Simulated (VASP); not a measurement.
Write the native input for VASP 6.6.1 that does the following.

```yaml
Task: single point
Functional: PBE
Potentials_or_basis: VASP PAW PBE potentials, release 64 (Te, Pb_d)
Cutoff: 520 eV
k_mesh: 4 × 4 × 4
Occupations: gaussian, width 0.01 eV
Spin: no spin polarisation
Dipole_correction: no
Further_INCAR_settings: ALGO = Normal; EDIFF = 1e-06; NBANDS = 17
```

The structure of TePb lies in POSCAR:

```
TePb
1.0
    0.0000000000      3.2310000000      3.2310000000
    3.2310000000      0.0000000000      3.2310000000
    3.2310000000      3.2310000000      0.0000000000
Te Pb
1 1
Direct
    0.5000000000      0.5000000000      0.5000000000
    0.0000000000      0.0000000000      0.0000000000
```

The input as run:

INCAR

```
  PREC = Accurate
  ENCUT = 520
  EDIFF = 1E-6
  ISMEAR = 0
  SIGMA = 0.01
  LREAL = F
  LASPH = T
  NELM = 100
  ALGO = Normal
  ISIF = 2
  LWAVE = F
  LCHARG = T
  GGA = PE
  LELF = T
  LVHAR = T
  NBANDS = 17
```

KPOINTS

```
Automatic mesh
0
Gamma
  4 4 4
```

Potentials or basis: VASP PAW PBE potentials, release 64 (Te, Pb_d).

The run is started by

```console
$ cat potpaw_PBE.64/Te/POTCAR potpaw_PBE.64/Pb_d/POTCAR > POTCAR
$ mpirun -np 1 vasp_std > vasp.out
```

It gave:

| Item | Value |
| --- | --- |
| Pressure | 2.1 GPa |
| Band gap on the k mesh | 0.73 eV, direct |

Caveat: the k points lie up to 0.42 Å⁻¹ apart; spin-orbit coupling is left out, which moves the levels of the heavy elements.

Wall time 11 s on 1 thread of Intel(R) Xeon(R) Platinum 8488C (Sapphire Rapids), with other jobs on the host, peak memory 0.2 GiB.
